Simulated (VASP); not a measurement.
Wanted: the native input for a VASP 6.6.1 run.

```yaml
Task: single point
Functional: r2SCAN
Potentials_or_basis: VASP PAW PBE potentials, release 64 (Sn_d, O_h)
Cutoff: 910 eV
k_mesh: 7 × 7 × 7
Occupations: fermi-dirac, width 0.05 eV
Spin: non-collinear spin, zero start, spin-orbit coupling
Starting_moments: "[[0.0, 0.0, 0.0], [0.0, 0.0, 0.0], [0.0, 0.0, 0.0]] μB"
Dipole_correction: no
Second_run: hard_potentials
Further_INCAR_settings: ALGO = Normal; EDIFF = 1e-06; NBANDS = 39
```

SnO2:

```
CELL_PARAMETERS angstrom
0.00000 2.57415 2.57415
2.57415 0.00000 2.57415
2.57415 2.57415 0.00000
ATOMIC_POSITIONS crystal
Sn 0.00000 0.00000 0.00000
O 0.75000 0.75000 0.75000
O 0.25000 0.25000 0.25000
```

These files were run (other wordings do the same):

POSCAR

```
SnO2
1.0
    0.0000000000      2.5741500000      2.5741500000
    2.5741500000      0.0000000000      2.5741500000
    2.5741500000      2.5741500000      0.0000000000
Sn O
1 2
Direct
    0.0000000000      0.0000000000      0.0000000000
    0.7500000000      0.7500000000      0.7500000000
    0.2500000000      0.2500000000      0.2500000000
```

INCAR.step1

```
PREC = Accurate ; ENCUT = 910
ISMEAR = -1 ; SIGMA = 0.05
LREAL = False ; LASPH = True
NELM = 200 ; MAGMOM = 0 0 0 0 0 0 0 0 0
LSORBIT = True ; GGA_COMPAT = False
NBANDS = 39 ; GGA = PE
ALGO = Normal ; EDIFF = 1E-5
LWAVE = True ; LCHARG = False
```

INCAR.step2

```
PREC = Accurate ; ENCUT = 910
EDIFF = 1E-6 ; ISMEAR = -1
SIGMA = 0.05 ; LREAL = False
LASPH = True ; NELM = 200
ALGO = Normal ; ISIF = 2
LWAVE = False ; LCHARG = True
MAGMOM = 0 0 0 0 0 0 0 0 0 ; LORBIT = 11
LSORBIT = True ; GGA_COMPAT = False
LORBMOM = True ; METAGGA = R2SCAN
LMIXTAU = True ; LVHAR = True
NBANDS = 39 ; ISTART = 1
```

KPOINTS

```
Automatic mesh
0
Gamma
  7 7 7
```

Potentials or basis: VASP PAW PBE potentials, release 64 (Sn_d, O_h).

Launch:

```bash
$ cat potpaw_PBE.64/Sn_d/POTCAR potpaw_PBE.64/O_h/POTCAR > POTCAR
$ cp INCAR.step1 INCAR
$ mpirun -np 1 vasp_ncl > vasp.out
$ cp INCAR.step2 INCAR
$ mpirun -np 1 vasp_ncl > vasp.out
```

Results of the run:

The pressure is -8.9 GPa and the net moment is 0.00 μB per cell. The valence electrons inside the program's atomic spheres are Sn 11.98; O 3.38.

Caveat: the cutoff is under 1.25 times the usual one of these potentials, so pressure, stress and relaxed cells hold a basis-set (Pulay) error; the PAW data sets were made with another functional, which shifts forces and pressure a little.

Wall time 5 min on 1 thread of Intel(R) Xeon(R) 6975P-C (Granite Rapids), with other jobs on the host, peak memory 0.51 GiB.
